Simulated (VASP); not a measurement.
Here is a VASP 6.6.1 calculation.

File INCAR:

```
SYSTEM = Ti3C
PREC = Accurate ; ENCUT = 520
EDIFF = 1E-6 ; ISMEAR = 0
SIGMA = 0.1 ; LREAL = .False.
LASPH = .True. ; NELM = 100
ALGO = Normal ; ISIF = 2
LWAVE = .False. ; LCHARG = .False.
LDIPOL = .True. ; IDIPOL = 3
DIPOL = 0.5 0.5 0.355 ; GGA = PE
NBANDS = 28
```

The input KPOINTS:

```
regular mesh
0
Gamma
  9 9 1
  0 0 0
```

Contents of POSCAR:

```
Ti3C
1.0
    2.9075446938      0.0000000000      0.0000000000
   -1.4537723469      2.5180075675      0.0000000000
    0.0000000000      0.0000000000     19.9935259089
Ti C
3 1
Direct
    0.6666666667      0.3333333334      0.2000647619
    0.3333333333      0.6666666666      0.3124429307
    0.0000000000      0.0000000000      0.4248138096
    0.0000000000      0.5000000000      0.4839466188
```

Potentials or basis: VASP PAW PBE potentials, release 64 (Ti_sv, C).

Command:

```sh
$ cat potpaw_PBE.64/Ti_sv/POTCAR potpaw_PBE.64/C/POTCAR > POTCAR
$ mpirun -np 1 vasp_std > vasp.out
```

Problem. Estimate the largest force.

Solution. 1.492 eV/Å.

Problem. What does it give for the band gap on the k mesh?

Solution. Zero (band 20 reaches 0.62 eV, above the bottom of band 21 at -0.54 eV).

Forces in eV/Å, atoms in the order of the input:
```
Ti  -0.002 -0.001  0.291
Ti  -0.346 -0.200 -1.437
Ti   0.364  0.210  1.101
C   -0.016 -0.009  0.046
```
